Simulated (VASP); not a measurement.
# CdO (Monteponite) (Fm-3m) in VASP: further runs

CdO (Monteponite) is run at these levels: PBE; tasks: single point.

Everything below comes from runs of VASP 6.6.1. Logs are shortened: lines on timing, memory, paths and dates and some standing lists are left out, and cuts for length are marked.

## 1. The cell of the first run

Symmetry: Fm-3m, No. 225, cubic system. Conventional cell: a = 4.537 Å, b = 4.537 Å, c = 4.537 Å, α = 90.00°, β = 90.00°, γ = 90.00°. Within 3.0 Å of Cd (site symmetry m-3m) lie 6 O at 2.27 Å. O (site symmetry m-3m) has 6 Cd at 2.27 Å within 3.0 Å.

## 2. Single point, PBE

INCAR

```
SYSTEM = CdO
PREC = Accurate
ENCUT = 600
EDIFF = 1E-6
ISMEAR = -1
SIGMA = 0.1
LREAL = .False.
LASPH = .True.
NELM = 120
ALGO = Normal
ISIF = 2
LWAVE = .False.
LCHARG = .False.
GGA = PE
NBANDS = 16
GGA_COMPAT = .False.
```

KPOINTS

```
regular mesh
0
Gamma
  8 8 8
  0 0 0
```

POSCAR

```
CdO
1.0
    0.0000000000      2.2684173091      2.2684173091
    2.2684173091      0.0000000000      2.2684173091
    2.2684173091      2.2684173091      0.0000000000
Cd O
1 1
Direct
    0.0000000000      0.0000000000      0.0000000000
    0.5000000000      0.5000000000      0.5000000000
```

Potentials or basis: VASP PAW PBE potentials, release 64 (Cd, O).

The run is started by

```
$ cat potpaw_PBE.64/Cd/POTCAR potpaw_PBE.64/O/POTCAR > POTCAR
$ mpirun -np 1 vasp_std > vasp.out
```

OUTCAR:

```text
SYSTEM = CdO
   PREC = Accurate
   ENCUT = 600
   EDIFF = 1E-6
   ISMEAR = -1
   LREAL = .False.
   LASPH = .True.
   NELM = 120
   ISIF = 2
   GGA = PE

 ion  position               nearest neighbor table
   1  0.000  0.000  0.000-   2 2.27   2 2.27   2 2.27   2 2.27   2 2.27   2 2.27
   2  0.500  0.500  0.500-   1 2.27   1 2.27   1 2.27   1 2.27   1 2.27   1 2.27

  LATTYP: Found a face centered cubic cell.
 ALAT       =     4.5368346182

  Lattice vectors:

 A1 = (   0.0000000000,   2.2684173091,   2.2684173091)
 A2 = (   2.2684173091,   0.0000000000,   2.2684173091)
 A3 = (   2.2684173091,   2.2684173091,   0.0000000000)

Analysis of symmetry for initial positions (statically):
=====================================================================
 Subroutine PRICEL returns:
 Original cell was already a primitive cell.

 Routine SETGRP: Setting up the symmetry group for a
 face centered cubic supercell.

 Subroutine GETGRP returns: Found 48 space group operations
 (whereof 48 operations were pure point group operations)
 out of a pool of 48 trial point group operations.

The static configuration has the point symmetry O_h .

Analysis of symmetry for dynamics (positions and initial velocities):
=====================================================================
 Subroutine PRICEL returns:
 Original cell was already a primitive cell.

 Routine SETGRP: Setting up the symmetry group for a
 face centered cubic supercell.

 Subroutine GETGRP returns: Found 48 space group operations
 (whereof 48 operations were pure point group operations)
 out of a pool of 48 trial point group operations.

The dynamic configuration has the point symmetry O_h .

 Subroutine INISYM returns: Found 48 space group operations
 (whereof 48 operations are pure point group operations),
 and found     1 'primitive' translations

----------------------------------------------------------------------------------------

                                     Primitive cell

  volume of cell :      23.3453

  direct lattice vectors                    reciprocal lattice vectors
     0.000000000  2.268417309  2.268417309    -0.220417997  0.220417997  0.220417997
     2.268417309  0.000000000  2.268417309     0.220417997 -0.220417997  0.220417997
     2.268417309  2.268417309  0.000000000     0.220417997  0.220417997 -0.220417997

  length of vectors
     3.208026524  3.208026524  3.208026524     0.381775170  0.381775170  0.381775170

  position of ions in fractional coordinates (direct lattice)
     0.000000000  0.000000000  0.000000000
     0.500000000  0.500000000  0.500000000

  ion indices of the primitive-cell ions
   primitive index   ion index
                 1           1
                 2           2

----------------------------------------------------------------------------------------

 KPOINTS: regular mesh

Automatic generation of k-mesh.
 Grid dimensions read from file:
 generate k-points for:    8    8    8

 Generating k-lattice:

  Cartesian coordinates                     Fractional coordinates (reciprocal lattice)
    -0.027552250  0.027552250  0.027552250     0.125000000  0.000000000  0.000000000
     0.027552250 -0.027552250  0.027552250     0.000000000  0.125000000  0.000000000
     0.027552250  0.027552250 -0.027552250     0.000000000  0.000000000  0.125000000

  Length of vectors
     0.047721896  0.047721896  0.047721896

  Shift w.r.t. Gamma in fractional coordinates (k-lattice)
     0.000000000  0.000000000  0.000000000

 Subroutine IBZKPT returns following result:
 ===========================================

 Found     29 irreducible k-points:

 Following reciprocal coordinates:
            Coordinates               Weight
  0.000000  0.000000  0.000000      1.000000
  0.125000  0.000000  0.000000      8.000000
  0.250000  0.000000  0.000000      8.000000
  0.375000  0.000000  0.000000      8.000000
  0.500000  0.000000  0.000000      4.000000
  0.125000  0.125000  0.000000      6.000000
[... 16 lines left out ...]
  0.500000  0.250000  0.125000     48.000000
 -0.375000  0.250000  0.125000     24.000000
 [... further k-points ...]
   k-points           NKPTS =     29   k-points in BZ     NKDIM =     29   number of bands    NBANDS=     16
   number of dos      NEDOS =    301   number of ions     NIONS =      2
   total plane-waves  NPLWV =  21952
   dimension x,y,z NGX =    28 NGY =   28 NGZ =   28
   dimension x,y,z NGXF=    56 NGYF=   56 NGZF=   56
   ions per type =               1   1
   NGX,Y,Z   is equivalent  to a cutoff of  14.51, 14.51, 14.51 a.u.
   NGXF,Y,Z  is equivalent  to a cutoff of  29.02, 29.02, 29.02 a.u.
 SYSTEM =  CdO
   PREC   = accura    normal or accurate (medium, high low for compatibility)
   ISTART =      0    job   : 0-new  1-cont  2-samecut
   ICHARG =      2    charge: 1-file 2-atom 10-const
   ISPIN  =      1    spin polarized calculation?
   LNONCOLLINEAR =      F non collinear calculations
   LSORBIT =      F    spin-orbit coupling
   LASPH  =      T    aspherical Exc in radial PAW
   ENCUT  =  600.0 eV  44.10 Ry    6.64 a.u.   6.41  6.41  6.41*2*pi/ulx,y,z
   NELM   =    120;   NELMIN=  2; NELMDL= -5     # of ELM steps
   EDIFF  = 0.1E-05   stopping-criterion for ELM
   LREAL  =      F    real-space projection
   EDIFFG = 0.1E-04   stopping-criterion for IOM
   NSW    =      0    number of steps for IOM
   IBRION =     -1    ionic relax: 0-MD 1-quasi-New 2-CG
   NFREE  =      0    steps in history (QN), initial steepest desc. (CG)
   ISIF   =      2    stress and relaxation
   ISYM   =      2    0-nonsym 1-usesym 2-fastsym
   POTIM  = 0.5000    time-step for ionic-motion
   TEBEG  =    0.0;   TEEND  =   0.0 temperature during run
   PSTRESS=    0.0 pullay stress
   NELECT =      18.0000    total number of electrons
   NUPDOWN=      -1.0000    fix difference up-down
   EMIN   =  10.00;   EMAX   =-10.00  energy-range for DOS
   EFERMI =   0.00;   METHOD = LEGACY
   ISMEAR =    -1;   SIGMA  =   0.10  broadening in eV -4-tet -1-fermi 0-gaus
   EFERMI_NEDOS =   21; number of points for ismear=-14 and -15
   IALGO  =     38    algorithm
   IMIX   =      4    mixing-type and parameters
     AMIX     =   0.40;   BMIX     =  1.00
     AMIX_MAG =   1.60;   BMIX_MAG =  1.00
  volume/ion in A,a.u.               =      11.67        78.77
  Fermi-wavevector in a.u.,A,eV,Ry     =   1.501180  2.836819 30.661284  2.253541
  Thomas-Fermi vector in A             =   2.612584
   LORBIT       =      0    0 simple, 1 ext, 2 COOP (PROOUT), +10 PAW based schemes
   GGA     = PE    functional components
   LHFCALC =     F    Hartree Fock is set to
   AEXX    =    0.0000 exact exchange contribution
   IVDW    =     0    specifies the selected vdW correction
   LEPSILON=     F    determine dielectric tensor
   LRPA    =     F    only Hartree local field effects (RPA)
 non-spin polarized calculation
  energy-cutoff  :      600.00
  volume of cell :       23.35
 maximum number of plane-waves:       791
 NGX is ok and might be reduce to    28
   NGX = 13   NGY = 13   NGZ = 13

 number of electron      17.9999999 magnetization

 Free energy of the ion-electron system (eV)
  ---------------------------------------------------
  ext. energy  EPLUGINS =         0.00000000
  ---------------------------------------------------
  free energy    TOTEN  =        -7.41588984 eV

  energy without entropy =       -7.41383585  energy(sigma->0) =       -7.41486285

 E-fermi :   3.4596     XC(G=0): -12.3062

 val. band max:        3.1283027241   @ k =   0.5000   0.0000   0.0000
 cond. band min:       4.2432723374   @ k =   0.1250   0.0000   0.0000
 fundamental gap:      1.1149696133
 Fermi energy:         3.4596217622

 k-point     1 :       0.0000    0.0000    0.0000
  band No.  band energies     occupation
      1     -15.1175      2.00000
      2      -3.8454      2.00000
      3      -3.8454      2.00000
      4      -3.8454      2.00000
      5      -3.4612      2.00000
      6      -3.4612      2.00000
[... 8 lines left out ...]
     15      22.8679      0.00000
     16      22.8679      0.00000

 k-point     2 :       0.1250    0.0000    0.0000
  band No.  band energies     occupation
      1     -14.9830      2.00000
      2      -3.9477      2.00000
      3      -3.8417      2.00000
      4      -3.8417      2.00000
      5      -3.5865      2.00000
      6      -3.5865      2.00000
[... 8 lines left out ...]
     15      22.8628      0.00000
     16      22.8628      0.00000

 k-point     3 :       0.2500    0.0000    0.0000
  band No.  band energies     occupation
      1     -14.6378      2.00000
      2      -4.3517      2.00000
      3      -4.1833      2.00000
      4      -4.1833      2.00000
      5      -3.4581      2.00000
      6      -3.4581      2.00000
[... 8 lines left out ...]
     15      23.6802      0.00000
     16      23.6802      0.00000

 k-point     4 :       0.3750    0.0000    0.0000
  band No.  band energies     occupation
      1     -14.2571      2.00000
      2      -4.9630      2.00000
      3      -4.5420      2.00000
      4      -4.5420      2.00000
      5      -3.2335      2.00000
      6      -3.2335      2.00000
[... 8 lines left out ...]
     15      25.1587      0.00000
     16      25.1587      0.00000
[... 324 lines left out ...]
 k-point    22 :       0.3750    0.2500    0.1250
  band No.  band energies     occupation
      1     -14.4693      2.00000
      2      -4.5518      2.00000
      3      -4.1797      2.00000
      4      -4.0668      2.00000
      5      -3.5019      2.00000
      6      -3.1549      2.00000
[... 8 lines left out ...]
     15      25.6586      0.00000
     16      26.4006      0.00000

 k-point    23 :       0.5000    0.2500    0.1250
  band No.  band energies     occupation
      1     -14.2341      2.00000
      2      -4.6734      2.00000
      3      -4.3718      2.00000
      4      -4.2119      2.00000
      5      -3.3060      2.00000
      6      -3.0551      2.00000
[... 8 lines left out ...]
     15      25.0218      0.00000
     16      26.6051      0.00000

 k-point    24 :      -0.3750    0.2500    0.1250
  band No.  band energies     occupation
      1     -14.1337      2.00000
      2      -4.7687      2.00000
      3      -4.3348      2.00000
      4      -4.3246      2.00000
      5      -3.1348      2.00000
      6      -3.1271      2.00000
[... 8 lines left out ...]
     15      23.7337      0.00000
     16      27.3264      0.00000

 [... further k-points ...]
[... 5 lines left out ...]
  --------------------------------------------------------------------------------------
  -------------------------------------------------------------------------------------
  Total        4.2252753      4.2252753      4.2252753     -0.0000000     -0.0000000      0.0000000
  in kB      289.9791293    289.9791293    289.9791293     -0.0000000     -0.0000000      0.0000000
  external PRESSURE =     289.9791293 kB  Pullay stress =       0.0000000 kB

 VOLUME and BASIS-vectors are now :
 -----------------------------------------------------------------------------
  energy-cutoff  :      600.00
  volume of cell :       23.35
      direct lattice vectors                 reciprocal lattice vectors
     0.000000000  2.268417309  2.268417309    -0.220417997  0.220417997  0.220417997
     2.268417309  0.000000000  2.268417309     0.220417997 -0.220417997  0.220417997
     2.268417309  2.268417309  0.000000000     0.220417997  0.220417997 -0.220417997

 POSITION                                       TOTAL-FORCE (eV/Angst)
 -----------------------------------------------------------------------------------
      0.00000      0.00000      0.00000        -0.000000     -0.000000      0.000000
      2.26842      2.26842      2.26842         0.000000      0.000000     -0.000000
 -----------------------------------------------------------------------------------
    total drift:                                0.000000      0.000000      0.000000

  FREE ENERGIE OF THE ION-ELECTRON SYSTEM (eV)
  ---------------------------------------------------
  free  energy   TOTEN  =        -7.4158898428 eV

  energy  without entropy=       -7.4138358542  energy(sigma->0) =       -7.41486285
```

Wall time 23 s (1 thread of Intel Xeon 8259CL, shared host); peak memory 0.16 GiB.

Results:

| Item | Value |
| --- | --- |
| Free energy | -7.4159 eV |
| Pressure | 29.0 GPa |
| Band gap on the k mesh | zero (band 9 reaches 3.13 eV, above the bottom of band 10 at 2.91 eV) |

Levels at points of the mesh, in eV from the Fermi level:
```
           k point  band 7  band 8  band 9  band 10  band 11  band 12
(0.00, 0.00, 0.00)   -2.12   -2.12   -2.12    -0.55    14.76    17.44
(0.50, 0.00, 0.00)   -4.40   -0.33   -0.33     4.14     7.73    12.14
(0.50, 0.50, 0.00)   -5.49   -3.22   -3.22     4.00     8.66    11.27
```

## 3. Single point, PBE

This run uses another cell than the first one, of 12.00 Å³/atom, 1.028 times its volume.

INCAR

```
SYSTEM = CdO
ALGO = Normal
EDIFF = 1E-6
ENCUT = 600
GGA = PE
GGA_COMPAT = .FALSE.
ISIF = 2
ISMEAR = -1
LASPH = .TRUE.
LCHARG = .FALSE.
LREAL = .FALSE.
LWAVE = .FALSE.
NBANDS = 16
NELM = 120
PREC = Accurate
SIGMA = 0.1
```

KPOINTS

```
k-points
0
G
  8 8 8
  0 0 0
```

POSCAR

```
CdO
1.0
    0.0000000000      2.2892296397      2.2892296397
    2.2892296397      0.0000000000      2.2892296397
    2.2892296397      2.2892296397      0.0000000000
Cd O
1 1
Direct
    0.0000000000      0.0000000000      0.0000000000
    0.5000000000      0.5000000000      0.5000000000
```

Potentials or basis: VASP PAW PBE potentials, release 64 (Cd, O).

The run is started by

```
$ cat potpaw_PBE.64/Cd/POTCAR potpaw_PBE.64/O/POTCAR > POTCAR
$ mpirun -np 1 vasp_std > vasp.out
```

Wall time 26 s (1 thread of Intel Xeon 8259CL, shared host); peak memory 0.16 GiB.

It converged, with:

```
Free energy            : -7.5213 eV
Pressure               : 22.4 GPa
Band gap on the k mesh : zero (band 9 reaches 2.83 eV, above the bottom of band 10 at 2.55 eV)
```

Levels at points of the mesh, in eV from the Fermi level:
| k point | band 5 | band 6 | band 7 | band 8 | band 9 | band 10 | band 11 | band 12 | band 13 | band 14 |
| --- | --- | --- | --- | --- | --- | --- | --- | --- | --- | --- |
| (0.00, 0.00, 0.00) | -6.86 | -6.86 | -1.99 | -1.99 | -1.99 | -0.61 | 14.74 | 17.24 | 17.24 | 17.24 |
| (0.50, 0.00, 0.00) | -6.56 | -6.56 | -4.33 | -0.34 | -0.34 | 4.13 | 7.53 | 12.01 | 12.01 | 18.25 |
| (0.50, 0.50, 0.00) | -6.39 | -5.96 | -5.27 | -3.06 | -3.06 | 3.88 | 8.55 | 11.17 | 13.70 | 13.70 |

## 4. Single point, PBE

This run uses another cell than the first one, of 12.32 Å³/atom, 1.056 times its volume.

INCAR

```
  PREC = Accurate
  ENCUT = 600
  EDIFF = 1E-6
  ISMEAR = -1
  SIGMA = 0.1
  LREAL = False
  LASPH = True
  NELM = 120
  ALGO = Normal
  ISIF = 2
  LWAVE = False
  LCHARG = False
  GGA = PE
  NBANDS = 16
  GGA_COMPAT = False
```

KPOINTS

```
regular mesh
0
Gamma
  8 8 8
```

POSCAR

```
CdO
1.0
    0.0000000000      2.3096702716      2.3096702716
    2.3096702716      0.0000000000      2.3096702716
    2.3096702716      2.3096702716      0.0000000000
Cd O
1 1
Direct
    0.0000000000      0.0000000000      0.0000000000
    0.5000000000      0.5000000000      0.5000000000
```

The run is started by

```
$ cat potpaw_PBE.64/Cd/POTCAR potpaw_PBE.64/O/POTCAR > POTCAR
$ mpirun -np 1 vasp_std > vasp.out
```

Wall time 29 s (1 thread of Intel Xeon 8259CL, shared host); peak memory 0.16 GiB.

It converged, with:

| Property | Result |
| --- | --- |
| Free energy | -7.6017 eV |
| Pressure | 16.7 GPa |
| Band gap on the k mesh | zero (band 9 reaches 2.55 eV, above the bottom of band 10 at 2.22 eV) |

Levels at points of the mesh, in eV from the Fermi level:
| k point | band 6 | band 7 | band 8 | band 9 | band 10 | band 11 | band 12 | band 13 |
| --- | --- | --- | --- | --- | --- | --- | --- | --- |
| (0.00, 0.00, 0.00) | -6.82 | -1.88 | -1.88 | -1.88 | -0.67 | 14.71 | 17.05 | 17.05 |
| (0.50, 0.00, 0.00) | -6.53 | -4.27 | -0.34 | -0.34 | 4.13 | 7.34 | 11.87 | 11.87 |
| (0.50, 0.50, 0.00) | -5.99 | -5.06 | -2.91 | -2.91 | 3.77 | 8.43 | 11.07 | 13.47 |

## 5. The runs side by side

```tsv
cell	gap on the mesh (eV)	pressure (GPa)
a = 3.208 Å, angles 60.0°, 2 atoms	none	29.0
a = 3.237 Å, angles 60.0°, 2 atoms	none	22.4
a = 3.266 Å, angles 60.0°, 2 atoms	none	16.7
```

Alike in all rows: task single point; level PBE; potentials or basis VASP PAW PBE potentials, release 64 (Cd, O); no spin polarisation; k mesh 8 × 8 × 8; cutoff (eV) 600; smearing fermi-dirac 0.1 eV.

Absolute energies hang on the potentials; compare differences alone.
